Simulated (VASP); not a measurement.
# K (Im-3m) in VASP: a series of runs, part 2 of 2

VASP 6.6.1. Earlier steps stand in the parts before.

### 3 Single point, LDA

This run uses another cell than the first one: it holds 2 atoms, not 1.

Input file INCAR:

```
PREC = Accurate ; ENCUT = 520
EDIFF = 1E-7 ; ISMEAR = -1
SIGMA = 0.08 ; LREAL = False
LASPH = True ; NELM = 60
ALGO = Normal ; ISIF = 2
LWAVE = False ; LCHARG = False
NBANDS = 16
```

Input file KPOINTS:

```
regular mesh
0
Gamma
  8 8 5
```

Input file POSCAR:

```
K
1.0
   -2.5241918140      2.5241918140      2.5241918140
    2.5241918140     -2.5241918140      2.5241918140
    5.0483836280      5.0483836280      0.0000000000
K
2
Direct
    0.0000000000      0.0000000000      0.0000000000
    0.5000000000      0.5000000000      0.5000000000
```

Potentials or basis: VASP PAW LDA potentials, release 64 (K_sv).

Launch:

```console
> cat potpaw_LDA.64/K_sv/POTCAR > POTCAR
> mpirun -np 1 vasp_std > vasp.out
```

OUTCAR:

```text
PREC = Accurate
   ENCUT = 520
   EDIFF = 1E-7
   ISMEAR = -1
   LREAL = False
   LASPH = True
   NELM = 60
   ISIF = 2

 ion  position               nearest neighbor table
   1  0.000  0.000  0.000-
   2  0.500  0.500  0.500-

  LATTYP: Found a base centered orthorhombic cell.
 ALAT       =     5.0483836280
 B/A-ratio  =     1.4142135624
 C/A-ratio  =     1.4142135624

  Lattice vectors:

 A1 = (  -2.5241918140,   2.5241918140,   2.5241918140)
 A2 = (   2.5241918140,  -2.5241918140,   2.5241918140)
 A3 = (   5.0483836280,   5.0483836280,   0.0000000000)

Analysis of symmetry for initial positions (statically):
=====================================================================
 Subroutine PRICEL returns following result:

  LATTYP: Found a body centered cubic cell.
 ALAT       =     5.0483836280

  Lattice vectors:

 A1 = (  -2.5241918140,   2.5241918140,  -2.5241918140)
 A2 = (  -2.5241918140,  -2.5241918140,   2.5241918140)
 A3 = (   2.5241918140,   2.5241918140,   2.5241918140)

   2 primitive cells build up your supercell.

 Routine SETGRP: Setting up the symmetry group for a
 base centered orthorhombic supercell.

 Subroutine GETGRP returns: Found  8 space group operations
 (whereof  8 operations were pure point group operations)
 out of a pool of  8 trial point group operations.

The static configuration has the point symmetry D_2h.

Analysis of symmetry for dynamics (positions and initial velocities):
=====================================================================
 Subroutine PRICEL returns following result:

  LATTYP: Found a body centered cubic cell.
 ALAT       =     5.0483836280

  Lattice vectors:

 A1 = (  -2.5241918140,   2.5241918140,  -2.5241918140)
 A2 = (  -2.5241918140,  -2.5241918140,   2.5241918140)
 A3 = (   2.5241918140,   2.5241918140,   2.5241918140)

   2 primitive cells build up your supercell.

 Routine SETGRP: Setting up the symmetry group for a
 base centered orthorhombic supercell.

 Subroutine GETGRP returns: Found  8 space group operations
 (whereof  8 operations were pure point group operations)
 out of a pool of  8 trial point group operations.

The dynamic configuration has the point symmetry D_2h.

 Subroutine INISYM returns: Found  8 space group operations
 (whereof  8 operations are pure point group operations),
 and found     2 'primitive' translations

----------------------------------------------------------------------------------------

                                     Primitive cell

  volume of cell :      64.3320

  direct lattice vectors                    reciprocal lattice vectors
    -2.524191814  2.524191814 -2.524191814    -0.198083203  0.198083203  0.000000000
    -2.524191814 -2.524191814  2.524191814    -0.198083203  0.000000000  0.198083203
     2.524191814  2.524191814  2.524191814     0.000000000  0.198083203  0.198083203

  length of vectors
     4.372028470  4.372028470  4.372028470     0.280131952  0.280131952  0.280131952

  position of ions in fractional coordinates (direct lattice)
[... 21 lines left out ...]
  Length of vectors
     0.030325173  0.030325173  0.028013195

  Shift w.r.t. Gamma in fractional coordinates (k-lattice)
     0.000000000  0.000000000  0.000000000

 Subroutine IBZKPT returns following result:
 ===========================================

 Found     63 irreducible k-points:

 Following reciprocal coordinates:
            Coordinates               Weight
  0.000000  0.000000  0.000000      1.000000
  0.125000  0.000000  0.000000      4.000000
  0.250000  0.000000  0.000000      4.000000
  0.375000  0.000000  0.000000      4.000000
  0.500000  0.000000  0.000000      2.000000
  0.125000  0.125000  0.000000      2.000000
[... 16 lines left out ...]
  0.125000  0.000000  0.200000      8.000000
  0.250000  0.000000  0.200000      8.000000
 [... further k-points ...]
   k-points           NKPTS =     63   k-points in BZ     NKDIM =     63   number of bands    NBANDS=     16
   number of dos      NEDOS =    301   number of ions     NIONS =      2
   total plane-waves  NPLWV =  69984
   dimension x,y,z NGX =    36 NGY =   36 NGZ =   54
   dimension x,y,z NGXF=    72 NGYF=   72 NGZF=  108
   ions per type =               2
   NGX,Y,Z   is equivalent  to a cutoff of  13.69, 13.69, 12.57 a.u.
   NGXF,Y,Z  is equivalent  to a cutoff of  27.38, 27.38, 25.15 a.u.
 SYSTEM =  unknown system
   PREC   = accura    normal or accurate (medium, high low for compatibility)
   ISTART =      0    job   : 0-new  1-cont  2-samecut
   ICHARG =      2    charge: 1-file 2-atom 10-const
   ISPIN  =      1    spin polarized calculation?
   LNONCOLLINEAR =      F non collinear calculations
   LSORBIT =      F    spin-orbit coupling
   LASPH  =      T    aspherical Exc in radial PAW
   ENCUT  =  520.0 eV  38.22 Ry    6.18 a.u.   8.13  8.13 13.27*2*pi/ulx,y,z
   NELM   =     60;   NELMIN=  2; NELMDL= -5     # of ELM steps
   EDIFF  = 0.1E-06   stopping-criterion for ELM
   LREAL  =      F    real-space projection
   EDIFFG = 0.1E-05   stopping-criterion for IOM
   NSW    =      0    number of steps for IOM
   IBRION =     -1    ionic relax: 0-MD 1-quasi-New 2-CG
   NFREE  =      0    steps in history (QN), initial steepest desc. (CG)
   ISIF   =      2    stress and relaxation
   ISYM   =      2    0-nonsym 1-usesym 2-fastsym
   POTIM  = 0.5000    time-step for ionic-motion
   TEBEG  =    0.0;   TEEND  =   0.0 temperature during run
   PSTRESS=    0.0 pullay stress
   NELECT =      18.0000    total number of electrons
   NUPDOWN=      -1.0000    fix difference up-down
   EMIN   =  10.00;   EMAX   =-10.00  energy-range for DOS
   EFERMI =   0.00;   METHOD = LEGACY
   ISMEAR =    -1;   SIGMA  =   0.08  broadening in eV -4-tet -1-fermi 0-gaus
   EFERMI_NEDOS =   21; number of points for ismear=-14 and -15
   IALGO  =     38    algorithm
   IMIX   =      4    mixing-type and parameters
     AMIX     =   0.40;   BMIX     =  1.00
     AMIX_MAG =   1.60;   BMIX_MAG =  1.00
  volume/ion in A,a.u.               =      64.33       434.13
  Fermi-wavevector in a.u.,A,eV,Ry     =   0.849859  1.606000  9.826938  0.722260
  Thomas-Fermi vector in A             =   1.965745
   LORBIT       =      0    0 simple, 1 ext, 2 COOP (PROOUT), +10 PAW based schemes
   GGA     = CA    functional components
   LHFCALC =     F    Hartree Fock is set to
   AEXX    =    0.0000 exact exchange contribution
   IVDW    =     0    specifies the selected vdW correction
   LEPSILON=     F    determine dielectric tensor
   LRPA    =     F    only Hartree local field effects (RPA)
 non-spin polarized calculation
  energy-cutoff  :      520.00
  volume of cell :      128.66
 maximum number of plane-waves:      3492
 NGX is ok and might be reduce to    36

 number of electron      18.0000000 magnetization

 Free energy of the ion-electron system (eV)
  ---------------------------------------------------
  ext. energy  EPLUGINS =         0.00000000
  ---------------------------------------------------
  free energy    TOTEN  =        -2.34043567 eV

  energy without entropy =       -2.30514281  energy(sigma->0) =       -2.32278924

 E-fermi :  -0.0003     XC(G=0):  -6.2251

 val. band max:       -0.0364367488   @ k =   0.5000   0.0000   0.0000
 cond. band min:       0.0048881649   @ k =   0.1250   0.1250   0.2000
 fundamental gap:      0.0413249138
 Fermi energy:        -0.0003228629

 k-point     1 :       0.0000    0.0000    0.0000
  band No.  band energies     occupation
      1     -31.7488      2.00000
      2     -31.7405      2.00000
      3     -15.5285      2.00000
      4     -15.4530      2.00000
      5     -15.4160      2.00000
      6     -15.4159      2.00000
[... 433 lines left out ...]
      3     -15.5082      2.00000
      4     -15.4687      2.00000
      5     -15.4670      2.00000
      6     -15.4329      2.00000
[... 8 lines left out ...]
     15       4.9277      0.00000
     16       4.9708      0.00000

 [... further k-points ...]

------------------------ aborting loop because EDIFF is reached ----------------------------------------

  FORCE on cell =-STRESS in cart. coord.  units (eV):
  Direction    XX          YY          ZZ          XY          YZ          ZX
  --------------------------------------------------------------------------------------
  -------------------------------------------------------------------------------------
  Total       -0.0036525     -0.0036525     -0.0334287     -0.0012209      0.0000000      0.0000000
  in kB       -0.0454825     -0.0454825     -0.4162684     -0.0152033      0.0000000      0.0000000
  external PRESSURE =      -0.1690778 kB  Pullay stress =       0.0000000 kB

 VOLUME and BASIS-vectors are now :
 -----------------------------------------------------------------------------
  energy-cutoff  :      520.00
  volume of cell :      128.66
      direct lattice vectors                 reciprocal lattice vectors
    -2.524191814  2.524191814  2.524191814    -0.099041602  0.099041602  0.198083203
     2.524191814 -2.524191814  2.524191814     0.099041602 -0.099041602  0.198083203
     5.048383628  5.048383628  0.000000000     0.099041602  0.099041602  0.000000000

 POSITION                                       TOTAL-FORCE (eV/Angst)
 -----------------------------------------------------------------------------------
      0.00000      0.00000      0.00000         0.000000      0.000000      0.000000
      2.52419      2.52419      2.52419        -0.000000     -0.000000     -0.000000
 -----------------------------------------------------------------------------------
    total drift:                                0.000000      0.000000      0.000000

  FREE ENERGIE OF THE ION-ELECTRON SYSTEM (eV)
  ---------------------------------------------------
  free  energy   TOTEN  =        -2.3404356701 eV

  energy  without entropy=       -2.3051428149  energy(sigma->0) =       -2.32278924
```

OSZICAR:

```text
N       E                     dE             d eps       ncg     rms          rms(c)
DAV:   1     0.117052535493E+03    0.11705E+03   -0.74621E+03  2016   0.927E+02
DAV:   2     0.560834653931E+01   -0.11144E+03   -0.10775E+03  2464   0.285E+02
DAV:   3    -0.201555735697E+01   -0.76239E+01   -0.75913E+01  3736   0.515E+01
DAV:   4    -0.233988150190E+01   -0.32432E+00   -0.32409E+00  2936   0.804E+00
DAV:   5    -0.234411899300E+01   -0.42375E-02   -0.42371E-02  3320   0.823E-01    0.353E+00
DAV:   6    -0.234128177318E+01    0.28372E-02   -0.33337E-03  2816   0.413E-01    0.221E+00
DAV:   7    -0.234043723662E+01    0.84454E-03   -0.68386E-03  3392   0.466E-01    0.116E-01
DAV:   8    -0.234042563766E+01    0.11599E-04   -0.85881E-04  2888   0.261E-01    0.320E-02
DAV:   9    -0.234043188700E+01   -0.62493E-05   -0.39091E-05  3384   0.405E-02    0.116E-02
DAV:  10    -0.234043535501E+01   -0.34680E-05   -0.28556E-06  3304   0.127E-02    0.326E-03
DAV:  11    -0.234043567405E+01   -0.31904E-06   -0.28942E-07  2360   0.401E-03    0.106E-03
DAV:  12    -0.234043567007E+01    0.39845E-08   -0.64792E-08  2128   0.241E-03
   1 F= -.23404357E+01 E0= -.23227892E+01  d E =-.352929E-01
```

stdout:

```text
POSCAR found type information on POSCAR K
 POSCAR found :  1 types and       2 ions
 scaLAPACK will be used
 LDA part: xc-table for (Slater(with rela. corr.)+CA(PZ))
 , standard interpolation
 POSCAR, INCAR and KPOINTS ok, starting setup
 FFT: planning ... GRIDC
 FFT: planning ... GRID_SOFT
 FFT: planning ... GRID
 WAVECAR not read
 entering main loop
```

Run time: 1.8 min. Hardware: 1 thread of Intel Xeon 8259CL, shared host; peak memory 0.26 GiB.

What came out:

```
Free energy            : -2.3404 eV
Pressure               : 0.0 GPa
Band gap on the k mesh : zero (bands 9 and 10 overlap by 2.36 eV)
```

Levels at points of the mesh, in eV from the Fermi level:
| k point | band 6 | band 7 | band 8 | band 9 | band 10 | band 11 | band 12 | band 13 |
| --- | --- | --- | --- | --- | --- | --- | --- | --- |
| (0.00, 0.00, 0.00) | -15.42 | -15.42 | -15.42 | -2.37 | 0.39 | 0.81 | 3.10 | 4.27 |
| (0.50, 0.00, 0.00) | -15.46 | -15.43 | -15.43 | -0.04 | -0.04 | 1.91 | 1.91 | 2.44 |
| (0.50, 0.50, 0.00) | -15.50 | -15.45 | -15.42 | 0.39 | 0.81 | 1.58 | 1.58 | 3.10 |

### 4 Single point, LDA

This run uses another cell than the first one: it holds 2 atoms, not 1.

Input file INCAR:

```
PREC = Accurate
ENCUT = 520
EDIFF = 1E-6
ISMEAR = -1
SIGMA = 0.08
LREAL = F
LASPH = T
NELM = 60
ALGO = Normal
ISIF = 2
LWAVE = F
LCHARG = F
GGA = CA
NBANDS = 16
```

Input file KPOINTS:

```
Automatic mesh
0
Gamma
  8 8 5
```

POSCAR is that of step 3.

Launch:

```console
> cat potpaw_LDA.64/K_sv/POTCAR > POTCAR
> mpirun -np 1 vasp_std > vasp.out
```

Run time: 99 s. Hardware: 1 thread of Intel Xeon 8259CL, shared host; peak memory 0.26 GiB.

It converged, with:

```yaml
Free_energy: -2.3404 eV
Pressure: 0.0 GPa
Band_gap_on_the_k_mesh: zero (bands 9 and 10 overlap by 2.36 eV)
```

Levels at points of the mesh, in eV from the Fermi level:
```
           k point  band 7  band 8  band 9  band 10  band 11  band 12
(0.00, 0.00, 0.00)  -15.42  -15.42   -2.37     0.39     0.81     3.10
(0.50, 0.00, 0.00)  -15.43  -15.43   -0.04    -0.04     1.91     1.91
(0.50, 0.50, 0.00)  -15.45  -15.42    0.39     0.81     1.58     1.58
```

### 5 Relaxation of cell and atoms, LDA

Input file INCAR:

```
SYSTEM = K
PREC = Accurate
ENCUT = 600
EDIFF = 1E-6
ISMEAR = -1
SIGMA = 0.08
LREAL = .FALSE.
LASPH = .TRUE.
NELM = 100
ALGO = Normal
ISIF = 3
LWAVE = .FALSE.
LCHARG = .FALSE.
IBRION = 2
NSW = 60
EDIFFG = -0.005
```

Input file KPOINTS:

```
regular mesh
0
G
  12 12 12
  0 0 0
```

Input file POSCAR:

```
K
1.0
   -2.5241918140      2.5241918140      2.5241918140
    2.5241918140     -2.5241918140      2.5241918140
    2.5241918140      2.5241918140     -2.5241918140
K
1
Direct
    0.0000000000      0.0000000000      0.0000000000
```

Launch:

```console
> cat potpaw_LDA.64/K_sv/POTCAR > POTCAR
> mpirun -np 1 vasp_std > vasp.out
```

It took 35 s on 1 thread of Intel Xeon 8259CL, shared host; peak memory 0.19 GiB.

Results (log left out):

```
Free energy             : -1.1723 eV
Pressure after relaxing : 0.0 GPa
Band gap on the k mesh  : zero (an odd number of electrons rules out a gap without spin polarisation)
```

Final structure:
```
K
1.0
    -2.52419    2.52419    2.52419
     2.52419   -2.52419    2.52419
     2.52419    2.52419   -2.52419
K
1
Direct
  0.00000 0.00000 0.00000
```

Levels at points of the mesh, in eV from the Fermi level:
| k point | band 1 | band 2 | band 3 | band 4 | band 5 | band 6 | band 7 | band 8 |
| --- | --- | --- | --- | --- | --- | --- | --- | --- |
| (0.00, 0.00, 0.00) | -31.74 | -15.41 | -15.41 | -15.41 | -2.36 | 4.28 | 4.28 | 4.28 |
| (0.50, 0.00, 0.00) | -31.73 | -15.52 | -15.44 | -15.41 | 0.40 | 0.82 | 3.12 | 5.02 |
| (0.50, 0.50, 0.50) | -31.72 | -15.48 | -15.48 | -15.48 | 1.60 | 1.60 | 3.84 | 3.84 |

Caveat: the relaxation stopped at its first step, so nothing moved.

### 6 Overview

```csv
task,cell,k mesh,cutoff (eV),gap on the mesh (eV),pressure (GPa)
single point,"a = 4.372 Å, angles 109.5°, 1 atom, atomic positions A",12 × 12 × 12,520,none,0.0
single point,"a = 4.372, b = 4.372, c = 7.139 Å, angles 90.0, 90.0, 109.5°, 2 atoms, atomic positions B",8 × 8 × 5,520,none,0.0
relaxation of cell and atoms,"relaxed from a = 4.372 Å, angles 109.5°, 1 atom, atomic positions A",12 × 12 × 12,600,none,0.0
```

Alike in all rows: level LDA; potentials or basis VASP PAW LDA potentials, release 64 (K_sv); no spin polarisation; smearing fermi-dirac 0.08 eV.

Caveats: the relaxation stopped at its first step, so nothing moved (at least some runs).

Absolute energies hang on the potentials; compare differences alone.
